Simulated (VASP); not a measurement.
# KGeO3 (Pm-3m) in VASP: further runs

Runs on KGeO3. Level: LDA. Tasks: relaxation of cell and atoms, single point.

All numbers are computed with VASP 6.6.1; they aren't measurements. Logs are shortened: lines on timing, memory, paths and dates and some standing lists are left out, and cuts for length are marked.

### 1 The cell of the first run

It takes space group Pm-3m (No. 221, cubic). Conventional cell: a = 3.768 Å, b = 3.768 Å, c = 3.768 Å, α = 90.00°, β = 90.00°, γ = 90.00°. Within 3.5 Å of K (site symmetry m-3m) lie 12 O at 2.66 Å and 8 Ge at 3.26 Å. Ge (site symmetry m-3m) has 6 O at 1.88 Å within 2.5 Å. Within 2.5 Å of O (site symmetry 4/mmm) lie 2 Ge at 1.88 Å.

### 2 Relaxation of cell and atoms, LDA

Contents of INCAR:

```
SYSTEM = KGeO3
ALGO = Normal
EDIFF = 1E-7
EDIFFG = -0.03
ENCUT = 600
GGA = CA
IBRION = 2
ISIF = 3
ISMEAR = 0
LASPH = .TRUE.
LCHARG = .FALSE.
LREAL = .FALSE.
LWAVE = .FALSE.
NELM = 60
NSW = 80
PREC = Accurate
SIGMA = 0.05
```

Contents of KPOINTS:

```
k-points
0
G
  5 5 5
  0 0 0
```

Contents of POSCAR:

```
KGeO3
1.0
    3.7684134206      0.0000000000      0.0000000000
    0.0000000000      3.7684134206      0.0000000000
    0.0000000000      0.0000000000      3.7684134206
K Ge O
1 1 3
Direct
    0.0000000000      0.0000000000      0.0000000000
    0.5000000000      0.5000000000      0.5000000000
    0.5000000000      0.5000000000      0.0000000000
    0.0000000000      0.5000000000      0.5000000000
    0.5000000000      0.0000000000      0.5000000000
```

Potentials or basis: VASP PAW LDA potentials, release 64 (K_sv, Ge_d, O).

The run is started by

```bash
$ cat potpaw_LDA.64/K_sv/POTCAR potpaw_LDA.64/Ge_d/POTCAR potpaw_LDA.64/O/POTCAR > POTCAR
$ mpirun -np 1 vasp_std > vasp.out
```

OUTCAR:

```text
SYSTEM = KGeO3
   EDIFF = 1E-7
   EDIFFG = -0.03
   ENCUT = 600
   GGA = CA
   IBRION = 2
   ISIF = 3
   ISMEAR = 0
   LASPH = .TRUE.
   LREAL = .FALSE.
   NELM = 60
   NSW = 80
   PREC = Accurate

 ion  position               nearest neighbor table
   1  0.000  0.000  0.000-   3 2.66   4 2.66   5 2.66   4 2.66   5 2.66   3 2.66   4 2.66   4 2.66
                             3 2.66   5 2.66   5 2.66   3 2.66   2 3.26   2 3.26   2 3.26   2 3.26
   2  0.500  0.500  0.500-   3 1.88   4 1.88   5 1.88   3 1.88   5 1.88   4 1.88   1 3.26   1 3.26
                             1 3.26   1 3.26   1 3.26   1 3.26   1 3.26   1 3.26
   3  0.500  0.500  0.000-   2 1.88   2 1.88   1 2.66   1 2.66   1 2.66   1 2.66
   4  0.000  0.500  0.500-   2 1.88   2 1.88   1 2.66   1 2.66   1 2.66   1 2.66
   5  0.500  0.000  0.500-   2 1.88   2 1.88   1 2.66   1 2.66   1 2.66   1 2.66

  LATTYP: Found a simple cubic cell.
 ALAT       =     3.7684134206

  Lattice vectors:

 A1 = (   3.7684134206,   0.0000000000,   0.0000000000)
 A2 = (   0.0000000000,   3.7684134206,   0.0000000000)
 A3 = (   0.0000000000,   0.0000000000,   3.7684134206)

Analysis of symmetry for initial positions (statically):
=====================================================================
 Subroutine PRICEL returns:
 Original cell was already a primitive cell.

 Routine SETGRP: Setting up the symmetry group for a
 simple cubic supercell.

 Subroutine GETGRP returns: Found 48 space group operations
 (whereof 48 operations were pure point group operations)
 out of a pool of 48 trial point group operations.

The static configuration has the point symmetry O_h .

Analysis of symmetry for dynamics (positions and initial velocities):
=====================================================================
 Subroutine PRICEL returns:
 Original cell was already a primitive cell.

 Routine SETGRP: Setting up the symmetry group for a
 simple cubic supercell.

 Subroutine GETGRP returns: Found 48 space group operations
 (whereof 48 operations were pure point group operations)
 out of a pool of 48 trial point group operations.

The dynamic configuration has the point symmetry O_h .

 Subroutine INISYM returns: Found 48 space group operations
 (whereof 48 operations are pure point group operations),
 and found     1 'primitive' translations

----------------------------------------------------------------------------------------

                                     Primitive cell

  volume of cell :      53.5150

  direct lattice vectors                    reciprocal lattice vectors
     3.768413421  0.000000000  0.000000000     0.265363666  0.000000000  0.000000000
     0.000000000  3.768413421  0.000000000     0.000000000  0.265363666  0.000000000
     0.000000000  0.000000000  3.768413421     0.000000000  0.000000000  0.265363666

  length of vectors
     3.768413421  3.768413421  3.768413421     0.265363666  0.265363666  0.265363666

  position of ions in fractional coordinates (direct lattice)
     0.000000000  0.000000000  0.000000000
     0.500000000  0.500000000  0.500000000
     0.500000000  0.500000000  0.000000000
     0.000000000  0.500000000  0.500000000
     0.500000000  0.000000000  0.500000000

  ion indices of the primitive-cell ions
   primitive index   ion index
                 1           1
                 2           2
                 3           3
                 4           4
                 5           5

----------------------------------------------------------------------------------------

 KPOINTS: k-points

Automatic generation of k-mesh.
[... 58 lines left out ...]
   ISYM   =      2    0-nonsym 1-usesym 2-fastsym
   POTIM  = 0.5000    time-step for ionic-motion
   TEBEG  =    0.0;   TEEND  =   0.0 temperature during run
   PSTRESS=    0.0 pullay stress
   NELECT =      41.0000    total number of electrons
   NUPDOWN=      -1.0000    fix difference up-down
   EMIN   =  10.00;   EMAX   =-10.00  energy-range for DOS
   EFERMI =   0.00;   METHOD = LEGACY
   ISMEAR =     0;   SIGMA  =   0.05  broadening in eV -4-tet -1-fermi 0-gaus
   EFERMI_NEDOS =   21; number of points for ismear=-14 and -15
   IALGO  =     38    algorithm
   IMIX   =      4    mixing-type and parameters
     AMIX     =   0.40;   BMIX     =  1.00
     AMIX_MAG =   1.60;   BMIX_MAG =  1.00
  volume/ion in A,a.u.               =      10.70        72.23
  Fermi-wavevector in a.u.,A,eV,Ry     =   1.497997  2.830804 30.531401  2.243995
  Thomas-Fermi vector in A             =   2.609813
   LORBIT       =      0    0 simple, 1 ext, 2 COOP (PROOUT), +10 PAW based schemes
   GGA     = CA    functional components
   LHFCALC =     F    Hartree Fock is set to
   AEXX    =    0.0000 exact exchange contribution
   IVDW    =     0    specifies the selected vdW correction
   LEPSILON=     F    determine dielectric tensor
   LRPA    =     F    only Hartree local field effects (RPA)
 conjugate gradient relaxation of ions
 non-spin polarized calculation
 Gauss-broadening in eV      SIGMA  =   0.05
  energy-cutoff  :      600.00
  volume of cell :       53.52
 maximum number of plane-waves:      1795
 NGX is ok and might be reduce to    30
   NGX = 15   NGY = 15   NGZ = 15

--------------------------------------- Ionic step        1  -------------------------------------------

 number of electron      40.9999996 magnetization

 Free energy of the ion-electron system (eV)
  ---------------------------------------------------
  ext. energy  EPLUGINS =         0.00000000
  ---------------------------------------------------
  free energy    TOTEN  =       -30.43446539 eV

  energy without entropy =      -30.43177818  energy(sigma->0) =      -30.43312179

------------------------ aborting loop because EDIFF is reached ----------------------------------------

  FORCE on cell =-STRESS in cart. coord.  units (eV):
  Direction    XX          YY          ZZ          XY          YZ          ZX
  --------------------------------------------------------------------------------------
  -------------------------------------------------------------------------------------
  Total        0.2124892      0.2124892      0.2124892      0.0000000     -0.0000000     -0.0000000
  in kB        6.3616789      6.3616789      6.3616789      0.0000000     -0.0000000     -0.0000000
  external PRESSURE =       6.3616789 kB  Pullay stress =       0.0000000 kB

 VOLUME and BASIS-vectors are now :
 -----------------------------------------------------------------------------
  energy-cutoff  :      600.00
  volume of cell :       53.52
      direct lattice vectors                 reciprocal lattice vectors
     3.768413421  0.000000000  0.000000000     0.265363666  0.000000000  0.000000000
     0.000000000  3.768413421  0.000000000     0.000000000  0.265363666  0.000000000
     0.000000000  0.000000000  3.768413421     0.000000000  0.000000000  0.265363666

 POSITION                                       TOTAL-FORCE (eV/Angst)
 -----------------------------------------------------------------------------------
      0.00000      0.00000      0.00000         0.000000      0.000000      0.000000
      1.88421      1.88421      1.88421         0.000000      0.000000      0.000000
      1.88421      1.88421      0.00000         0.000000      0.000000      0.000000
      0.00000      1.88421      1.88421         0.000000      0.000000      0.000000
      1.88421      0.00000      1.88421         0.000000      0.000000      0.000000
 -----------------------------------------------------------------------------------
    total drift:                                0.000000      0.000000     -0.000000

  FREE ENERGIE OF THE ION-ELECTRON SYSTEM (eV)
  ---------------------------------------------------
  free  energy   TOTEN  =       -30.4344653907 eV

  energy  without entropy=      -30.4317781796  energy(sigma->0) =      -30.43312179

--------------------------------------- Ionic step        2  -------------------------------------------

 number of electron      41.0000000 magnetization

 Free energy of the ion-electron system (eV)
  ---------------------------------------------------
  ext. energy  EPLUGINS =         0.00000000
  ---------------------------------------------------
  free energy    TOTEN  =       -30.43469434 eV

  energy without entropy =      -30.43203038  energy(sigma->0) =      -30.43336236

 E-fermi :   2.3341     XC(G=0): -12.0838

 val. band max:        2.2862519158   @ k =   0.4000   0.2000   0.2000
 cond. band min:       2.7057625170   @ k =   0.4000   0.4000   0.4000
 fundamental gap:      0.4195106012
 Fermi energy:         2.3341102568

 k-point     1 :       0.0000    0.0000    0.0000
  band No.  band energies     occupation
      1     -23.4726      2.00000
      2     -21.4409      2.00000
      3     -21.4409      2.00000
      4     -21.1188      2.00000
      5     -21.1188      2.00000
      6     -21.1188      2.00000
[... 259 lines left out ...]
     23      10.9182      0.00000
     24      10.9182      0.00000

------------------------ aborting loop because EDIFF is reached ----------------------------------------

  FORCE on cell =-STRESS in cart. coord.  units (eV):
  Direction    XX          YY          ZZ          XY          YZ          ZX
  --------------------------------------------------------------------------------------
  -------------------------------------------------------------------------------------
  Total       -0.1391787     -0.1391787     -0.1391787      0.0000000      0.0000000     -0.0000000
  in kB       -4.1413251     -4.1413251     -4.1413251      0.0000000      0.0000000     -0.0000000
  external PRESSURE =      -4.1413251 kB  Pullay stress =       0.0000000 kB

 VOLUME and BASIS-vectors are now :
 -----------------------------------------------------------------------------
  energy-cutoff  :      600.00
  volume of cell :       53.84
      direct lattice vectors                 reciprocal lattice vectors
     3.776139453  0.000000000 -0.000000000     0.264820728 -0.000000000  0.000000000
     0.000000000  3.776139453  0.000000000    -0.000000000  0.264820728  0.000000000
    -0.000000000 -0.000000000  3.776139453     0.000000000 -0.000000000  0.264820728

 POSITION                                       TOTAL-FORCE (eV/Angst)
 -----------------------------------------------------------------------------------
      0.00000      0.00000      0.00000        -0.000000      0.000000      0.000000
      1.88807      1.88807      1.88807         0.000000     -0.000000      0.000000
      1.88807      1.88807      0.00000        -0.000000     -0.000000      0.000000
      0.00000      1.88807      1.88807         0.000000      0.000000      0.000000
      1.88807      0.00000      1.88807        -0.000000      0.000000      0.000000
 -----------------------------------------------------------------------------------
    total drift:                                0.000000      0.000000     -0.000000

  FREE ENERGIE OF THE ION-ELECTRON SYSTEM (eV)
  ---------------------------------------------------
  free  energy   TOTEN  =       -30.4346943409 eV

  energy  without entropy=      -30.4320303841  energy(sigma->0) =      -30.43336236

 reached required accuracy - stopping structural energy minimisation
```

It took 20 s on 1 thread of Intel Xeon 6975P-C (Granite Rapids), shared host; peak memory 0.16 GiB.

What came out:

```yaml
Free_energy: -30.4347 eV
Relaxed_volume: 10.77 Å³/atom
Relaxed_cell: a = 3.776 Å, b = 3.776 Å, c = 3.776 Å, α = 90.00°, β = 90.00°, γ = 90.00°
Space_group_after_relaxing_to_0.05_Å: Pm-3m (No. 221)
Energy_gained_by_relaxing: 0.0 meV/atom
Ionic_steps: 2
Pressure_after_relaxing: -0.4 GPa
```

The path:
```
step  energy change (eV)  largest force (eV/Å)  pressure (GPa)  volume (Å³)
   1              0.0000                0.0000            0.64        53.52
   2             -0.0002                0.0000           -0.41        53.84
```

Final structure:
```
CELL_PARAMETERS angstrom
3.77614 0.00000 0.00000
0.00000 3.77614 0.00000
0.00000 0.00000 3.77614
ATOMIC_POSITIONS crystal
K 0.00000 0.00000 0.00000
Ge 0.50000 0.50000 0.50000
O 0.50000 0.50000 0.00000
O 0.00000 0.50000 0.50000
O 0.50000 0.00000 0.50000
```

Caveat: an odd number of electrons without spin polarisation forces a metal; a magnetic or distorted state may lie lower.

### 3 Relaxation of cell and atoms, LDA

This run uses another cell than the first one, of 14.82 Å³/atom, 1.384 times its volume.

Contents of INCAR:

```
ALGO = Normal
EDIFF = 1E-6
EDIFFG = -0.03
ENCUT = 600
IBRION = 2
ISIF = 3
ISMEAR = 0
LASPH = T
LCHARG = F
LREAL = F
LWAVE = F
NELM = 80
NSW = 80
PREC = Accurate
SIGMA = 0.05
```

Contents of KPOINTS:

```
k-points
0
Gamma
  4 4 4
```

Edit POSCAR of step 2 so:

```diff
@@ -2,5 +2,5 @@
 1.0
-    3.7684134206      0.0000000000      0.0000000000
-    0.0000000000      3.7684134206      0.0000000000
-    0.0000000000      0.0000000000      3.7684134206
+    4.2000000000      0.0000000000      0.0000000000
+    0.0000000000      4.2000000000      0.0000000000
+    0.0000000000      0.0000000000      4.2000000000
 K Ge O
```

Potentials or basis: VASP PAW LDA potentials, release 64 (K_sv, Ge_d, O).

The run is started by

```bash
$ cat potpaw_LDA.64/K_sv/POTCAR potpaw_LDA.64/Ge_d/POTCAR potpaw_LDA.64/O/POTCAR > POTCAR
$ mpirun -np 1 vasp_std > vasp.out
```

Wall time 36 s (1 thread of Intel Xeon 6975P-C (Granite Rapids), shared host); peak memory 0.19 GiB.

Results (log left out):

| Property | Result |
| --- | --- |
| Free energy | -30.3781 eV |
| Relaxed volume | 10.77 Å³/atom |
| Relaxed cell | a = 3.777 Å, b = 3.777 Å, c = 3.777 Å, α = 90.00°, β = 90.00°, γ = 90.00° |
| Space group after relaxing (to 0.05 Å) | Pm-3m (No. 221) |
| Energy gained by relaxing | 415.3 meV/atom |
| Ionic steps | 3 |
| Pressure after relaxing | -0.1 GPa |

The path:
| step | energy change (eV) | largest force (eV/Å) | pressure (GPa) | volume (Å³) |
| --- | --- | --- | --- | --- |
| 1 | 0.0000 | 0.0000 | -23.80 | 74.09 |
| 2 | -2.0674 | 0.0000 | 3.17 | 52.90 |
| 3 | -2.0766 | 0.0000 | -0.07 | 53.87 |

Final structure:
```
K Ge O
1.0
     3.77662    0.00000    0.00000
     0.00000    3.77662    0.00000
     0.00000    0.00000    3.77662
K Ge O
1 1 3
Direct
  0.00000 0.00000 0.00000
  0.50000 0.50000 0.50000
  0.50000 0.50000 0.00000
  0.00000 0.50000 0.50000
  0.50000 0.00000 0.50000
```

Levels at points of the mesh, in eV from the Fermi level:
```
           k point  band 17  band 18  band 19  band 20  band 21  band 22  band 23  band 24
(0.00, 0.00, 0.00)    -0.64    -0.64    -0.20    -0.20    -0.20     1.09     8.75     8.75
(0.50, 0.00, 0.00)    -1.25    -1.01    -1.01    -0.67    -0.67     5.52    10.51    10.56
(0.50, 0.50, 0.00)    -1.47    -1.22    -1.15    -1.15     0.54     8.15     9.75     9.75
(0.50, 0.50, 0.50)    -1.20    -1.20     0.59     0.59     0.59     7.77     7.77     7.77
```

Caveat: the k points lie up to 0.42 Å⁻¹ apart in the final cell; the volume moved by over 15 % at a fixed basis, so the end points are rough; an odd number of electrons without spin polarisation forces a metal; a magnetic or distorted state may lie lower.

(Continued in part 2 of 2.)
